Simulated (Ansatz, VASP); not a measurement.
## MgO in VASP and in Ansatz

```xyz
2
Lattice="0.0000 2.0950 2.1067 2.0950 0.0000 2.1067 2.0950 2.0950 0.0000" Properties=species:S:1:pos:R:3 pbc="T T T"
Mg    0.0000    0.0000    0.0000
O     2.0950    2.0950    2.1067
```

Change from the starting cell: epitaxial_xy strain -0.3%.

Alike in both runs: task single point; functional r2SCAN; k mesh 10 × 10 × 10; no spin polarisation.

|  | VASP | Ansatz |
| --- | --- | --- |
| version | VASP 6.6.1 | Ansatz 0.2.0 |
| potentials or method | VASP PAW PBE potentials, release 64 (Mg, O) | plane waves, PAW |
| plane-wave cutoff (eV) | 520 | 500 |
| occupations | gaussian, width 0.01 eV | fixed |
| valence electrons in the cell | 8 | 16 |

```tsv
	VASP	Ansatz	Ansatz less VASP
gap on the k mesh at the Fermi level (eV)	5.70	5.72	+0.025
pressure (GPa)	-0.3	0.8	+1.15
traceless stress, the component that is largest in VASP (GPa)	-0.81	-0.81	-0.002
```

VASP's potentials were made for PBE, not for r2SCAN. VASP's potentials hold 8 valence electrons a cell and Ansatz's 16, so a difference there can come from the potentials and not from the codes.
